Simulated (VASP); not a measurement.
# ZnS (R3m) in VASP: single point with PBEsol

Aim: the single point of ZnS with PBEsol.

Everything below comes from runs of VASP 6.6.1. Logs are shortened: lines on timing, memory, paths and dates and some standing lists are left out, and cuts for length are marked.

**1. The cell of the first run**

The typed cell holds 6 atoms: a = 3.788 Å, b = 3.788 Å, c = 9.276 Å, α = 90.00°, β = 90.00°, γ = 120.00°.

**2. Single point, PBEsol**

Contents of INCAR:

```
SYSTEM = ZnS
ALGO = Normal
EDIFF = 1E-6
ENCUT = 520
GGA = PS
ISIF = 2
ISMEAR = 0
LASPH = .True.
LCHARG = .False.
LREAL = .False.
LWAVE = .False.
NBANDS = 36
NELM = 100
PREC = Accurate
SIGMA = 0.02
```

Contents of KPOINTS:

```
k-points
0
Gamma
  12 12 4
  0 0 0
```

Contents of POSCAR:

```
ZnS
1.0
    3.7879135787      0.0000000000      0.0000000000
   -1.8939567894      3.2804293864      0.0000000000
    0.0000000000      0.0000000000      9.2758622691
Zn S
3 3
Direct
    0.0000000000      0.0000000000     -0.0001023460
    0.3333333333      0.6666666667      0.3332309874
    0.6666666667      0.3333333333      0.6665643207
    0.0000000000      0.0000000000      0.2501023460
    0.3333333333      0.6666666667      0.5834356793
    0.6666666667      0.3333333333      0.9167690126
```

Potentials or basis: VASP PAW PBE potentials, release 64 (Zn, S).

Launch:

```sh
> cat potpaw_PBE.64/Zn/POTCAR potpaw_PBE.64/S/POTCAR > POTCAR
> mpirun -np 1 vasp_std > vasp.out
```

OUTCAR:

```text
SYSTEM = ZnS
   EDIFF = 1E-6
   ENCUT = 520
   GGA = PS
   ISIF = 2
   ISMEAR = 0
   LASPH = .True.
   LREAL = .False.
   NELM = 100
   PREC = Accurate

 ion  position               nearest neighbor table
   1  0.000  0.000  1.000-   6 2.32   6 2.32   6 2.32   4 2.32
   2  0.333  0.667  0.333-   4 2.32   4 2.32   4 2.32   5 2.32
   3  0.667  0.333  0.667-   5 2.32   5 2.32   5 2.32   6 2.32
   4  0.000  0.000  0.250-   2 2.32   2 2.32   2 2.32   1 2.32
   5  0.333  0.667  0.583-   3 2.32   3 2.32   3 2.32   2 2.32
   6  0.667  0.333  0.917-   1 2.32   1 2.32   1 2.32   3 2.32

  LATTYP: Found a hexagonal cell.
 ALAT       =     3.7879135787
 C/A-ratio  =     2.4488051473

  Lattice vectors:

 A1 = (   3.7879135787,   0.0000000000,   0.0000000000)
 A2 = (  -1.8939567894,   3.2804293864,   0.0000000000)
 A3 = (   0.0000000000,   0.0000000000,   9.2758622691)

Analysis of symmetry for initial positions (statically):
=====================================================================
 Subroutine PRICEL returns following result:

  LATTYP: Found a trigonal (rhomboedric) cell.
 ALAT       =     3.7872078339
 COS(alpha) =     0.4998136333

  Lattice vectors:

 A1 = (   1.8939567890,   1.0934764624,  -3.0919540885)
 A2 = (   0.0000000002,  -2.1869529244,  -3.0919540903)
 A3 = (  -1.8939567892,   1.0934764620,  -3.0919540903)

   3 primitive cells build up your supercell.

 Routine SETGRP: Setting up the symmetry group for a
 hexagonal supercell.

 Subroutine GETGRP returns: Found  6 space group operations
 (whereof  6 operations were pure point group operations)
 out of a pool of 24 trial point group operations.

The static configuration has the point symmetry C_3v.

Analysis of symmetry for dynamics (positions and initial velocities):
=====================================================================
 Subroutine PRICEL returns following result:

  LATTYP: Found a trigonal (rhomboedric) cell.
 ALAT       =     3.7872078339
 COS(alpha) =     0.4998136333

  Lattice vectors:

 A1 = (   1.8939567890,   1.0934764624,  -3.0919540885)
 A2 = (   0.0000000002,  -2.1869529244,  -3.0919540903)
 A3 = (  -1.8939567892,   1.0934764620,  -3.0919540903)

   3 primitive cells build up your supercell.

 Routine SETGRP: Setting up the symmetry group for a
 hexagonal supercell.

 Subroutine GETGRP returns: Found  6 space group operations
 (whereof  6 operations were pure point group operations)
 out of a pool of 24 trial point group operations.

The dynamic configuration has the point symmetry C_3v.

 Subroutine INISYM returns: Found  6 space group operations
 (whereof  6 operations are pure point group operations),
 and found     3 'primitive' translations

----------------------------------------------------------------------------------------

                                     Primitive cell

  volume of cell :      38.4206

  direct lattice vectors                    reciprocal lattice vectors
     1.893956789  1.093476462 -3.091954088     0.263997575  0.152419071 -0.107806689
     0.000000000 -2.186952924 -3.091954090     0.000000000 -0.304838142 -0.107806689
    -1.893956789  1.093476462 -3.091954090    -0.263997575  0.152419071 -0.107806689

  length of vectors
     3.787207834  3.787207836  3.787207835     0.323339721  0.323339721  0.323339721

  position of ions in fractional coordinates (direct lattice)
     0.000102346  0.000102346  0.000102346
     0.749897654  0.749897654  0.749897654

  ion indices of the primitive-cell ions
   primitive index   ion index
                 1           1
                 2           4

----------------------------------------------------------------------------------------

 KPOINTS: k-points

Automatic generation of k-mesh.
 Grid dimensions read from file:
 generate k-points for:   12   12    4

 Generating k-lattice:

  Cartesian coordinates                     Fractional coordinates (reciprocal lattice)
     0.021999798  0.012701589  0.000000000     0.083333333  0.000000000  0.000000000
     0.000000000  0.025403179  0.000000000     0.000000000  0.083333333  0.000000000
     0.000000000  0.000000000  0.026951672     0.000000000  0.000000000  0.250000000

  Length of vectors
     0.025403179  0.025403179  0.026951672

  Shift w.r.t. Gamma in fractional coordinates (k-lattice)
     0.000000000  0.000000000  0.000000000

 Subroutine IBZKPT returns following result:
 ===========================================

 Found     69 irreducible k-points:

 Following reciprocal coordinates:
            Coordinates               Weight
  0.000000  0.000000  0.000000      1.000000
  0.083333 -0.000000  0.000000      6.000000
  0.166667 -0.000000  0.000000      6.000000
  0.250000 -0.000000  0.000000      6.000000
  0.333333 -0.000000  0.000000      6.000000
  0.416667  0.000000  0.000000      6.000000
[... 16 lines left out ...]
  0.166667 -0.000000  0.250000      6.000000
  0.000000  0.166667  0.250000      6.000000
 [... further k-points ...]
   k-points           NKPTS =     69   k-points in BZ     NKDIM =     69   number of bands    NBANDS=     36
   number of dos      NEDOS =    301   number of ions     NIONS =      6
   total plane-waves  NPLWV =  54880
   dimension x,y,z NGX =    28 NGY =   28 NGZ =   70
   dimension x,y,z NGXF=    56 NGYF=   56 NGZF=  140
   ions per type =               3   3
   NGX,Y,Z   is equivalent  to a cutoff of  12.29, 12.29, 12.55 a.u.
   NGXF,Y,Z  is equivalent  to a cutoff of  24.58, 24.58, 25.09 a.u.
 SYSTEM =  ZnS
   PREC   = accura    normal or accurate (medium, high low for compatibility)
   ISTART =      0    job   : 0-new  1-cont  2-samecut
   ICHARG =      2    charge: 1-file 2-atom 10-const
   ISPIN  =      1    spin polarized calculation?
   LNONCOLLINEAR =      F non collinear calculations
   LSORBIT =      F    spin-orbit coupling
   LASPH  =      T    aspherical Exc in radial PAW
   ENCUT  =  520.0 eV  38.22 Ry    6.18 a.u.   7.04  7.04 17.25*2*pi/ulx,y,z
   NELM   =    100;   NELMIN=  2; NELMDL= -5     # of ELM steps
   EDIFF  = 0.1E-05   stopping-criterion for ELM
   LREAL  =      F    real-space projection
   EDIFFG = 0.1E-04   stopping-criterion for IOM
   NSW    =      0    number of steps for IOM
   IBRION =     -1    ionic relax: 0-MD 1-quasi-New 2-CG
   NFREE  =      0    steps in history (QN), initial steepest desc. (CG)
   ISIF   =      2    stress and relaxation
   ISYM   =      2    0-nonsym 1-usesym 2-fastsym
   POTIM  = 0.5000    time-step for ionic-motion
   TEBEG  =    0.0;   TEEND  =   0.0 temperature during run
   PSTRESS=    0.0 pullay stress
   NELECT =      54.0000    total number of electrons
   NUPDOWN=      -1.0000    fix difference up-down
   EMIN   =  10.00;   EMAX   =-10.00  energy-range for DOS
   EFERMI =   0.00;   METHOD = LEGACY
   ISMEAR =     0;   SIGMA  =   0.02  broadening in eV -4-tet -1-fermi 0-gaus
   EFERMI_NEDOS =   21; number of points for ismear=-14 and -15
   IALGO  =     38    algorithm
   IMIX   =      4    mixing-type and parameters
     AMIX     =   0.40;   BMIX     =  1.00
     AMIX_MAG =   1.60;   BMIX_MAG =  1.00
  volume/ion in A,a.u.               =      19.21       129.64
  Fermi-wavevector in a.u.,A,eV,Ry     =   1.271484  2.402757 21.996169  1.616673
  Thomas-Fermi vector in A             =   2.404415
   LORBIT       =      0    0 simple, 1 ext, 2 COOP (PROOUT), +10 PAW based schemes
   GGA     = PS    functional components
   LHFCALC =     F    Hartree Fock is set to
   AEXX    =    0.0000 exact exchange contribution
   IVDW    =     0    specifies the selected vdW correction
   LEPSILON=     F    determine dielectric tensor
   LRPA    =     F    only Hartree local field effects (RPA)
 non-spin polarized calculation
 Gauss-broadening in eV      SIGMA  =   0.02
  energy-cutoff  :      520.00
  volume of cell :      115.26
 maximum number of plane-waves:      3128
   NGX = 15   NGY = 15   NGZ = 35

 number of electron      53.9999993 magnetization

 Free energy of the ion-electron system (eV)
  ---------------------------------------------------
  ext. energy  EPLUGINS =         0.00000000
  ---------------------------------------------------
  free energy    TOTEN  =       -22.76682444 eV

  energy without entropy =      -22.76682444  energy(sigma->0) =      -22.76682444

 E-fermi :   2.3786     XC(G=0):  -9.9748

 val. band max:        2.2669653632   @ k =   0.0000   0.0000   0.0000
 cond. band min:       4.3576357696   @ k =   0.0000   0.0000   0.0000
 fundamental gap:      2.0906704064
 Fermi energy:         2.3786444698

 k-point     1 :       0.0000    0.0000    0.0000
  band No.  band energies     occupation
      1     -11.0806      2.00000
      2     -10.3729      2.00000
      3     -10.3729      2.00000
      4      -4.2186      2.00000
      5      -4.2186      2.00000
      6      -4.2162      2.00000
[... 28 lines left out ...]
     35       9.2095      0.00000
     36       9.2095      0.00000

 k-point     2 :       0.0833   -0.0000    0.0000
  band No.  band energies     occupation
      1     -11.0306      2.00000
      2     -10.3377      2.00000
      3     -10.3366      2.00000
      4      -4.2225      2.00000
      5      -4.2079      2.00000
      6      -4.2067      2.00000
[... 28 lines left out ...]
     35       9.0566      0.00000
     36       9.2759      0.00000

 k-point     3 :       0.1667   -0.0000    0.0000
  band No.  band energies     occupation
      1     -10.8872      2.00000
      2     -10.2425      2.00000
      3     -10.2335      2.00000
      4      -4.2283      2.00000
      5      -4.1797      2.00000
      6      -4.1787      2.00000
[... 28 lines left out ...]
     35       9.1035      0.00000
     36       9.5740      0.00000

 k-point     4 :       0.2500   -0.0000    0.0000
  band No.  band energies     occupation
      1     -10.6707      2.00000
      2     -10.1154      2.00000
      3     -10.0837      2.00000
      4      -4.2196      2.00000
      5      -4.2163      2.00000
      6      -4.1392      2.00000
[... 28 lines left out ...]
     35       9.4732      0.00000
     36       9.5247      0.00000

 k-point     5 :       0.3333   -0.0000    0.0000
  band No.  band energies     occupation
      1     -10.4173      2.00000
      2     -10.0012      2.00000
      3      -9.9229      2.00000
      4      -4.2525      2.00000
      5      -4.1805      2.00000
      6      -4.0978      2.00000
[... 655 lines left out ...]
 k-point    22 :       0.0000    0.0833    0.2500
  band No.  band energies     occupation
      1     -10.9757      2.00000
      2     -10.5886      2.00000
      3     -10.1356      2.00000
      4      -4.2233      2.00000
      5      -4.2034      2.00000
      6      -4.2018      2.00000
[... 28 lines left out ...]
     35       8.9414      0.00000
     36       9.2688      0.00000

 k-point    23 :       0.1667   -0.0000    0.2500
  band No.  band energies     occupation
      1     -10.8332      2.00000
      2     -10.4766      2.00000
      3     -10.0493      2.00000
      4      -4.2530      2.00000
      5      -4.1651      2.00000
      6      -4.1574      2.00000
[... 28 lines left out ...]
     35       9.4405      0.00000
     36       9.4966      0.00000

 k-point    24 :       0.0000    0.1667    0.2500
  band No.  band energies     occupation
      1     -10.8369      2.00000
      2     -10.4676      2.00000
      3     -10.0551      2.00000
      4      -4.2414      2.00000
      5      -4.2176      2.00000
      6      -4.1784      2.00000
[... 28 lines left out ...]
     35       9.1169      0.00000
     36       9.7098      0.00000

 [... further k-points ...]

------------------------ aborting loop because EDIFF is reached ----------------------------------------

  FORCE on cell =-STRESS in cart. coord.  units (eV):
  Direction    XX          YY          ZZ          XY          YZ          ZX
  --------------------------------------------------------------------------------------
  -------------------------------------------------------------------------------------
  Total        0.1439981      0.1439981      0.1128914     -0.0000000      0.0000000      0.0000000
  in kB        2.0016227      2.0016227      1.5692294     -0.0000000      0.0000000      0.0000000
  external PRESSURE =       1.8574916 kB  Pullay stress =       0.0000000 kB

 VOLUME and BASIS-vectors are now :
 -----------------------------------------------------------------------------
  energy-cutoff  :      520.00
  volume of cell :      115.26
      direct lattice vectors                 reciprocal lattice vectors
     3.787913579  0.000000000  0.000000000     0.263997575  0.152419071  0.000000000
    -1.893956789  3.280429386  0.000000000     0.000000000  0.304838142  0.000000000
     0.000000000  0.000000000  9.275862269     0.000000000  0.000000000  0.107806689

 POSITION                                       TOTAL-FORCE (eV/Angst)
 -----------------------------------------------------------------------------------
      0.00000      0.00000      9.27491        -0.000000     -0.000000      0.009692
     -0.00000      2.18695      3.09100        -0.000000     -0.000000      0.009692
      1.89396      1.09348      6.18296         0.000000      0.000000      0.009692
      0.00000      0.00000      2.31991         0.000000      0.000000     -0.009692
     -0.00000      2.18695      5.41187         0.000000      0.000000     -0.009692
      1.89396      1.09348      8.50382         0.000000     -0.000000     -0.009692
 -----------------------------------------------------------------------------------
    total drift:                               -0.000005     -0.000000     -0.000105

  FREE ENERGIE OF THE ION-ELECTRON SYSTEM (eV)
  ---------------------------------------------------
  free  energy   TOTEN  =       -22.7668244431 eV

  energy  without entropy=      -22.7668244431  energy(sigma->0) =      -22.76682444
```

Wall time 4.8 min (1 thread of Intel Xeon 8259CL, shared host); peak memory 0.37 GiB.

What came out:

- Free energy: -22.7668 eV
- Pressure: 0.2 GPa
- Largest force: 0.010 eV/Å
- Band gap on the k mesh: 2.09 eV

Forces in eV/Å, atoms in the order of the input:
```
Zn   0.000  0.000  0.010
Zn   0.000  0.000  0.010
Zn   0.000  0.000  0.010
S    0.000  0.000 -0.010
S    0.000  0.000 -0.010
S    0.000  0.000 -0.010
```

Levels at points of the mesh, in eV from the valence-band top:
```
           k point  band 24  band 25  band 26  band 27  band 28  band 29  band 30  band 31
(0.00, 0.00, 0.00)    -0.72     0.00     0.00     0.00     2.09     3.38     3.38     6.29
(0.50, 0.00, 0.00)    -1.92    -1.92    -1.33    -1.33     3.18     3.96     4.24     4.24
(0.00, 0.00, 0.50)    -0.27    -0.27    -0.27    -0.27     3.21     3.21     3.24     6.29
(0.50, 0.00, 0.50)    -2.03    -2.03    -0.92    -0.92     3.24     3.80     3.80     5.04
```

Caveat: the PAW data sets were made with another functional, which shifts forces and pressure a little. A k mesh can miss the band edges.
